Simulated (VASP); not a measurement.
Set up this calculation in VASP 6.6.1, as the native input.

- Task: relaxation of cell and atoms
- Functional: PBE
- Potentials or basis: VASP PAW PBE potentials, release 64 (Ta_pv, Al, O)
- Cutoff: 600 eV
- k mesh: 6 × 6 × 6
- Occupations: gaussian, width 0.1 eV
- Spin: no spin polarisation
- Dipole correction: no
- Further INCAR settings: ALGO = Normal; EDIFF = 1e-07; IBRION = 2; EDIFFG = -0.04; NSW = 90; ISIF = 3

The structure of TaAl3O lies in POSCAR:

```
TaAl3O
1.0
    2.2564287800      1.3027497600      4.3703092800
   -2.2564287800      1.3027497600      4.3703092800
    0.0000000000     -2.6054995200      4.3703092800
Ta Al O
1 3 1
Direct
    0.0000000000      0.0000000000      0.0000000000
    0.0000000000      0.0000000000      0.5000000000
    0.5000000000      0.0000000000      0.0000000000
    0.0000000000      0.5000000000      0.0000000000
    0.5000000000      0.5000000000      0.5000000000
```

The cell was built from a structure type or drawn by symmetry, and may not be a known phase.

These files were run (other wordings do the same):

INCAR

```
SYSTEM = TaAl3O
ALGO = Normal
EDIFF = 1E-7
EDIFFG = -0.04
ENCUT = 600
GGA = PE
IBRION = 2
ISIF = 3
ISMEAR = 0
LASPH = .TRUE.
LCHARG = .FALSE.
LREAL = .FALSE.
LWAVE = .FALSE.
NELM = 80
NSW = 90
PREC = Accurate
SIGMA = 0.1
```

KPOINTS

```
k-points
0
G
  6 6 6
  0 0 0
```

Potentials or basis: VASP PAW PBE potentials, release 64 (Ta_pv, Al, O).

Command:

```bash
$ cat potpaw_PBE.64/Ta_pv/POTCAR potpaw_PBE.64/Al/POTCAR potpaw_PBE.64/O/POTCAR > POTCAR
$ mpirun -np 1 vasp_std > vasp.out
```

Results of the run:

```json
{
  "Relaxed volume": "20.51 Å³/atom",
  "Relaxed cell": "a = 5.431 Å, b = 5.431 Å, c = 5.431 Å, α = 55.91°, β = 55.91°, γ = 55.91°",
  "Space group after relaxing (to 0.1 Å)": "R-3m (No. 166)",
  "Energy gained by relaxing": "415.6 meV/atom",
  "Ionic steps": "8",
  "Pressure after relaxing": "-0.1 GPa",
  "Band gap on the k mesh": "zero (bands 13 and 14 overlap by 1.24 eV)"
}
```

Caveat: the volume moved by over 15 % at a fixed basis, so the end points are rough; spin-orbit coupling is left out, which moves the levels of the heavy elements.

Run time: 12 min on 1 thread of Intel Xeon 8259CL (shared host), peak memory 0.31 GiB.
